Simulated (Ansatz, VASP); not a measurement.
# One calculation of Te, two programs

File INCAR:

```
PREC = Accurate ; ENCUT = 520
EDIFF = 1E-7 ; ISMEAR = -1
SIGMA = 0.1 ; LREAL = F
LASPH = T ; NELM = 80
ALGO = Normal ; ISIF = 2
LWAVE = F ; LCHARG = F
GGA = CA ; NBANDS = 9
```

Contents of KPOINTS:

```
regular mesh
0
Gamma
  15 15 15
```

POSCAR

```
Te
1.0
   -1.7178426811      1.7178426811      1.7178426811
    1.7178426811     -1.7178426811      1.7178426811
    1.7178426811      1.7178426811     -1.7178426811
Te
1
Direct
    0.0000000000      0.0000000000      0.0000000000
```

Input for Ansatz:

```yaml
crystal:
  lattice:
    - [-1.7178426811, 1.7178426811, 1.7178426811]
    - [1.7178426811, -1.7178426811, 1.7178426811]
    - [1.7178426811, 1.7178426811, -1.7178426811]
  atoms:
    - { symbol: Te, position: [0.0, 0.0, 0.0] }
kpoints:
  mp_grid: { grid: [15, 15, 15] }
scf:
  occupations: { method: fermi_dirac, width: 0.1 }
hamiltonian:
  xc: lda
  pseudopotentials: { kind: paw }
output:
  forces: true
  stress: true
  eigenvalues: true
  populations: true
```

Change from the starting cell: volume scaled by 0.76, PAW files.

Alike in both runs: task single point; functional LDA; k mesh 15 × 15 × 15; occupations fermi-dirac, width 0.1 eV; no spin polarisation.

|  | VASP | Ansatz |
| --- | --- | --- |
| version | VASP 6.6.1 | Ansatz 0.2.0 |
| potentials or method | VASP PAW LDA potentials, release 64 (Te) | PAW with Ansatz's default frozen-core files, scalar-relativistic |
| plane-wave cutoff (eV) | 520 | 420 |
| valence electrons in the cell | 6 | 16 |

VASP gave:

- pressure (GPa): 35.2

**Question.** Which values does Ansatz return?

**Answer.** Pressure (GPa): 34.8.

LDA's correlation is that of Perdew and Zunger in VASP and of Perdew and Wang (1992) in Ansatz. Both programs put the cell under a high pressure, so it lies far from rest at this level. VASP's potentials hold 6 valence electrons a cell and Ansatz's 16, so a difference there can come from the potentials and not from the codes.

Neither program's run includes spin-orbit coupling.
